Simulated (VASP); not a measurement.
Set up this calculation in VASP 6.6.1, as the native input.

- Task: single point
- Functional: PBEsol
- Potentials or basis: VASP PAW PBE potentials, release 64 (Zn)
- Cutoff: 520 eV
- k mesh: 22 × 22 × 22
- Occupations: gaussian, width 0.15 eV
- Spin: no spin polarisation
- Dipole correction: no
- Further INCAR settings: ALGO = Fast; EDIFF = 1e-06; NBANDS = 12

The structure of Zn lies in POSCAR:

```
Zn
1.0
    0.0000000000      1.7505045397      2.4752134191
    1.7505045397      0.0000000000      2.4752134191
    1.7505045397      1.7505045397      0.0000000000
Zn
1
Direct
    0.0000000000      0.0000000000      0.0000000000
```

This cell differs from its parent crystal: ratio of the length along z to the lengths across it x 1.414, volume and fractional coordinates fixed.

These files were run (other wordings do the same):

INCAR

```
PREC = Accurate ; ENCUT = 520
EDIFF = 1E-6 ; ISMEAR = 0
SIGMA = 0.15 ; LREAL = F
LASPH = T ; NELM = 80
ALGO = Fast ; ISIF = 2
LWAVE = F ; LCHARG = F
GGA = PS ; NBANDS = 12
```

KPOINTS

```
Automatic mesh
0
Gamma
  22 22 22
```

Potentials or basis: VASP PAW PBE potentials, release 64 (Zn).

Run with:

```bash
$ cat potpaw_PBE.64/Zn/POTCAR > POTCAR
$ mpirun -np 1 vasp_std > vasp.out
```

It gave:

The pressure is 1.9 GPa and the band gap on the k mesh is zero (bands 6 and 7 overlap by 5.79 eV).

Caveat: the PAW data sets were made with another functional, which shifts forces and pressure a little.

Run time: 2 min on 1 thread of AMD EPYC 7R13 Processor (Zen 3), on a shared host, peak memory 0.21 GiB.
